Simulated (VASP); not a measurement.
# Ir (P6/mmm) in VASP: a series of runs, part 2 of 2

VASP 6.6.1. Earlier steps stand in the parts before.

### 3 Single point, PBE

This run uses another cell than the first one, of 15.88 Å³/atom, 1.087 times its volume.

Input file INCAR:

```
PREC = Accurate
ENCUT = 520
EDIFF = 1E-7
ISMEAR = -1
SIGMA = 0.05
LREAL = F
LASPH = T
NELM = 80
ALGO = Normal
ISIF = 2
LWAVE = F
LCHARG = F
GGA = PE
NBANDS = 10
```

Input file KPOINTS:

```
Automatic mesh
0
Gamma
  16 16 15
```

Input file POSCAR:

```
Ir
1.0
    2.6573072958      0.0000000000      0.0000000000
   -1.3286536479      2.3012956238      0.0000000000
    0.0000000000      0.0000000000      2.5973533372
Ir
1
Direct
    0.0000000000      0.0000000000      0.0000000000
```

Potentials or basis: VASP PAW PBE potentials, release 64 (Ir).

On the command line:

```
$ cat potpaw_PBE.64/Ir/POTCAR > POTCAR
$ mpirun -np 1 vasp_std > vasp.out
```

It took 20 s on 1 thread of Intel Xeon 6975P-C (Granite Rapids), shared host; peak memory 0.16 GiB.

Results (log left out):

* Free energy: -8.2806 eV
* Pressure: 0.2 GPa

Stress tensor (GPa, compression positive):
```
0.29 0.00 0.00
0.00 0.29 0.00
0.00 0.00 0.09
```

Levels at points of the mesh, in eV from the Fermi level:
| k point | band 2 | band 3 | band 4 | band 5 | band 6 | band 7 |
| --- | --- | --- | --- | --- | --- | --- |
| (0.00, 0.00, 0.00) | -6.05 | -3.04 | -3.04 | 1.37 | 1.37 | 14.64 |
| (0.50, 0.00, 0.00) | -5.03 | -1.70 | -0.07 | 0.70 | 1.96 | 7.05 |

Caveat: spin-orbit coupling is left out, which moves the levels of the heavy elements.

### 4 Single point, PBE

This run uses another cell than the first one, of 15.88 Å³/atom, 1.087 times its volume.

Input file INCAR:

```
SYSTEM = Ir
ALGO = Normal
EDIFF = 1E-6
ENCUT = 520
GGA = PE
ISIF = 2
ISMEAR = -1
LASPH = .True.
LCHARG = .False.
LREAL = .False.
LWAVE = .False.
NBANDS = 10
NELM = 100
PREC = Accurate
SIGMA = 0.05
```

Input file KPOINTS:

```
k-points
0
Gamma
  16 16 15
  0 0 0
```

POSCAR is that of step 3.

Potentials or basis: VASP PAW PBE potentials, release 64 (Ir).

On the command line:

```
$ cat potpaw_PBE.64/Ir/POTCAR > POTCAR
$ mpirun -np 1 vasp_std > vasp.out
```

OUTCAR:

```text
SYSTEM = Ir
   EDIFF = 1E-6
   ENCUT = 520
   GGA = PE
   ISIF = 2
   ISMEAR = -1
   LASPH = .True.
   LREAL = .False.
   NELM = 100
   PREC = Accurate

 ion  position               nearest neighbor table
   1  0.000  0.000  0.000-

  LATTYP: Found a hexagonal cell.
 ALAT       =     2.6573072958
 C/A-ratio  =     0.9774380785

  Lattice vectors:

 A1 = (   2.6573072958,   0.0000000000,   0.0000000000)
 A2 = (  -1.3286536479,   2.3012956238,   0.0000000000)
 A3 = (   0.0000000000,   0.0000000000,   2.5973533372)

[... 489 lines left out ...]
     10      30.7884      0.00000

 [... further k-points ...]

------------------------ aborting loop because EDIFF is reached ----------------------------------------

  FORCE on cell =-STRESS in cart. coord.  units (eV):
  Direction    XX          YY          ZZ          XY          YZ          ZX
  --------------------------------------------------------------------------------------
  -------------------------------------------------------------------------------------
  Total        0.0279877      0.0279877      0.0094801      0.0000000      0.0000000      0.0000000
  in kB        2.8231413      2.8231413      0.9562639      0.0000000      0.0000000      0.0000000
  external PRESSURE =       2.2008488 kB  Pullay stress =       0.0000000 kB

 VOLUME and BASIS-vectors are now :
 -----------------------------------------------------------------------------
  energy-cutoff  :      520.00
  volume of cell :       15.88
      direct lattice vectors                 reciprocal lattice vectors
     2.657307296  0.000000000  0.000000000     0.376320797  0.217268914  0.000000000
    -1.328653648  2.301295624  0.000000000     0.000000000  0.434537827  0.000000000
     0.000000000  0.000000000  2.597353337     0.000000000  0.000000000  0.385007302

 POSITION                                       TOTAL-FORCE (eV/Angst)
 -----------------------------------------------------------------------------------
      0.00000      0.00000      0.00000         0.000000      0.000000      0.000000
 -----------------------------------------------------------------------------------
    total drift:                               -0.000000      0.000000      0.000000

  FREE ENERGIE OF THE ION-ELECTRON SYSTEM (eV)
  ---------------------------------------------------
  free  energy   TOTEN  =        -8.2806411275 eV

  energy  without entropy=       -8.2682703235  energy(sigma->0) =       -8.27445573
```

stdout:

```text
POSCAR found type information on POSCAR Ir
 POSCAR found :  1 types and       1 ions
 scaLAPACK will be used
 LDA part: xc-table for (Slater+PW92), standard interpolation
 POSCAR, INCAR and KPOINTS ok, starting setup
 FFT: planning ... GRIDC
 FFT: planning ... GRID_SOFT
 FFT: planning ... GRID
 WAVECAR not read
 entering main loop
```

Wall time 19 s (1 thread of Intel Xeon 6975P-C (Granite Rapids), shared host); peak memory 0.16 GiB.

Results:

```
Free energy : -8.2806 eV
Pressure    : 0.2 GPa
```

Caveat: spin-orbit coupling is left out, which moves the levels of the heavy elements.

### 5 Relaxation of shape and atoms at fixed volume, PBE

This run uses another cell than the first one, of 7.15 Å³/atom, 0.489 times its volume.

Input file INCAR:

```
SYSTEM = Ir
PREC     = Accurate       ! precision mode
ENCUT    = 600            ! plane-wave cutoff, eV
EDIFF    = 1E-6           ! SCF threshold, eV
ISMEAR   = -1             ! smearing method
SIGMA    = 0.05           ! smearing width, eV
LREAL    = .False.        ! projectors in reciprocal space
LASPH    = .True.         ! aspherical terms in the spheres
NELM     = 100            ! most SCF steps
ALGO     = Normal         ! electronic algorithm
ISIF     = 4              ! what is computed and relaxed
LWAVE    = .False.        ! write WAVECAR
LCHARG   = .False.        ! write CHGCAR
GGA      = PE             ! functional
IBRION   = 2              ! ionic algorithm
NSW      = 50             ! ionic steps
EDIFFG   = -0.005         ! ionic threshold
```

Input file KPOINTS:

```
Automatic mesh
0
Gamma
  16 16 15
  0 0 0
```

Input file POSCAR:

```
Ir
1.0
    2.0363196455      0.0000000000      0.0000000000
   -1.0181598228      1.7635045432      0.0000000000
    0.0000000000      0.0000000000      1.9903763615
Ir
1
Direct
    0.0000000000      0.0000000000      0.0000000000
```

On the command line:

```
$ cat potpaw_PBE.64/Ir/POTCAR > POTCAR
$ mpirun -np 1 vasp_std > vasp.out
```

Run time: 33 s. Hardware: 1 thread of Intel Xeon 6975P-C (Granite Rapids), shared host; peak memory 0.13 GiB.

The run converged, but its numbers aren't listed here, since they failed a check.

Caveat: spin-orbit coupling is left out, which moves the levels of the heavy elements.
